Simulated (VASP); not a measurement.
Write the native input for VASP 6.6.1 that does the following.

```
Task                   : single point
Functional             : PBE
Potentials or basis    : VASP PAW PBE potentials, release 64 (Ta_sv_GW, F)
Cutoff                 : 700 eV
k mesh                 : 12 × 12 × 16
Occupations            : gaussian, width 0.1 eV
Spin                   : no spin polarisation
Dipole correction      : no
Further INCAR settings : ALGO = Normal; EDIFF = 1e-06; NBANDS = 25
```

The structure of TaF3 lies in POSCAR:

```
TaF3
1.0
    4.3319506741      0.0000000000      0.0000000000
   -2.1659753370      3.7515793317      0.0000000000
    0.0000000000      0.0000000000      2.9109815948
Ta F
1 3
Direct
    0.0000000000      0.0000000000      0.0000000000
    0.5000000000      0.0000000000      0.0000000000
    0.0000000000      0.5000000000      0.0000000000
    0.5000000000      0.5000000000      0.0000000000
```

The cell was generated, and may not be a known phase.

The input as run:

INCAR

```
PREC = Accurate ; ENCUT = 700
EDIFF = 1E-6 ; ISMEAR = 0
SIGMA = 0.1 ; LREAL = F
LASPH = T ; NELM = 120
ALGO = Normal ; ISIF = 2
LWAVE = F ; LCHARG = F
GGA = PE ; NBANDS = 25
GGA_COMPAT = F
```

KPOINTS

```
regular mesh
0
Gamma
  12 12 16
```

Potentials or basis: VASP PAW PBE potentials, release 64 (Ta_sv_GW, F).

Command:

```console
$ cat potpaw_PBE.64/Ta_sv_GW/POTCAR potpaw_PBE.64/F/POTCAR > POTCAR
$ mpirun -np 1 vasp_std > vasp.out
```

It gave:

The pressure is -0.6 GPa and the band gap on the k mesh is zero (bands 17 and 18 overlap by 1.81 eV).

Caveat: spin-orbit coupling is left out, which moves the levels of the heavy elements.

Run time: 2.7 min on 1 thread of AMD EPYC 9R45 96-Core Processor (Zen 5), with other jobs on the host, peak memory 0.39 GiB.
